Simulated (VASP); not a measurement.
A run of VASP 6.6.1 is set up as follows.

File INCAR:

```
SYSTEM = In3B2As
PREC = Accurate
ENCUT = 520
EDIFF = 1E-7
ISMEAR = 0
SIGMA = 0.1
LREAL = .False.
LASPH = .True.
NELM = 80
ALGO = Normal
ISIF = 2
LWAVE = .False.
LCHARG = .True.
GGA = PE
LELF = .True.
LVHAR = .True.
NBANDS = 34
```

KPOINTS

```
Automatic mesh
0
Gamma
  6 6 12
  0 0 0
```

POSCAR

```
In3B2As
1.0
    6.7533198280      0.0000000000      0.0000000000
   -3.3766599140      5.8485465309      0.0000000000
    0.0000000000      0.0000000000      3.0476639230
In B As
3 2 1
Direct
    0.5000000000      0.0000000000      0.5000000000
    0.0000000000      0.5000000000      0.5000000000
    0.5000000000      0.5000000000      0.5000000000
    0.3333333333      0.6666666667      0.0000000000
    0.6666666667      0.3333333333      0.0000000000
    0.0000000000      0.0000000000      0.0000000000
```

Potentials or basis: VASP PAW PBE potentials, release 64 (In_d, B, As).

The run is started by

```sh
$ cat potpaw_PBE.64/In_d/POTCAR potpaw_PBE.64/B/POTCAR potpaw_PBE.64/As/POTCAR > POTCAR
$ mpirun -np 1 vasp_std > vasp.out
```

Q: Predict the pressure.

A: 0.0 GPa.

Q: What does it give for the band gap on the k mesh?

A: Zero (band 25 reaches 8.05 eV, above the bottom of band 26 at 5.70 eV).

Caveat: spin-orbit coupling is left out, which moves the levels of the heavy elements.
